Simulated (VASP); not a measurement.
ZrS, 2 atoms in the cell. The structure is cubic, space group Fm-3m (No. 225). Conventional cell: a = 5.210 Å, b = 5.210 Å, c = 5.210 Å, α = 90.00°, β = 90.00°, γ = 90.00°. Within 3.4 Å of Zr (site symmetry m-3m) lie 6 S at 2.61 Å. Within 3.4 Å of S (site symmetry m-3m) lie 6 Zr at 2.61 Å. 

```yaml
Program: VASP 6.6.1
Task: single point
Functional: LDA
Potentials_or_basis: VASP PAW LDA potentials, release 64 (Zr_sv, S)
Cutoff: 520 eV
k_mesh: 16 × 16 × 16
Occupations: gaussian, width 0.15 eV
Spin: collinear spin
Starting_moments: "[0.3, 0.0] μB"
Fixed_moment: 0.3 μB
Dipole_correction: no
Further_INCAR_settings: ALGO = Normal; EDIFF = 1e-06; NBANDS = 20
```

Potentials or basis: VASP PAW LDA potentials, release 64 (Zr_sv, S).

Run with:

```bash
$ cat potpaw_LDA.64/Zr_sv/POTCAR potpaw_LDA.64/S/POTCAR > POTCAR
$ mpirun -np 1 vasp_std > vasp.out
```

Hardware: 1 thread of Intel(R) Xeon(R) 6975P-C (Granite Rapids), on a shared host.

**Question.** How long does it take, and how much memory?

**Answer.** It took 77 s on 1 thread of Intel(R) Xeon(R) 6975P-C (Granite Rapids), on a shared host, peak memory 0.26 GiB. Counts: scf iterations 13, k points 145.
